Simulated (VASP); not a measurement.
Write the native input for VASP 6.6.1 that does the following.

| Item | Value |
| --- | --- |
| Task | single point |
| Functional | RPBE |
| Potentials or basis | VASP PAW PBE potentials, release 64 (Sb) |
| Cutoff | 520 eV |
| k mesh | 12 × 12 × 7 |
| Occupations | fermi-dirac, width 0.1 eV |
| Spin | no spin polarisation |
| Dipole correction | no |
| Further INCAR settings | ALGO = Normal; EDIFF = 1e-06; NBANDS = 12 |

The structure of Sb lies in POSCAR:

```
Sb
1.0
    3.4805496581      0.0000000000      0.0000000000
   -1.7402748290      3.0142444230      0.0000000000
    0.0000000000      0.0000000000      5.7721703207
Sb
2
Direct
    0.3333333333      0.6666666667      0.2500000000
    0.6666666667      0.3333333333      0.7500000000
```

This isn't the form of Sb at room conditions, which is rhombohedral.

The input as run:

INCAR

```
PREC = Accurate
ENCUT = 520
EDIFF = 1E-6
ISMEAR = -1
SIGMA = 0.1
LREAL = False
LASPH = True
NELM = 80
ALGO = Normal
ISIF = 2
LWAVE = False
LCHARG = False
GGA = RP
NBANDS = 12
```

KPOINTS

```
Automatic mesh
0
Gamma
  12 12 7
```

Potentials or basis: VASP PAW PBE potentials, release 64 (Sb).

The run is started by

```console
$ cat potpaw_PBE.64/Sb/POTCAR > POTCAR
$ mpirun -np 1 vasp_std > vasp.out
```

It gave:

| Property | Result |
| --- | --- |
| Pressure | -3.6 GPa |
| Band gap on the k mesh | zero (bands 5 and 6 overlap by 6.21 eV) |

Caveat: the cell stands under tension; the PAW data sets were made with another functional, which shifts forces and pressure a little; spin-orbit coupling is left out, which moves the levels of the heavy elements.

It took 60 s on 1 thread of Intel Xeon 8259CL, on a shared host, peak memory 0.21 GiB.
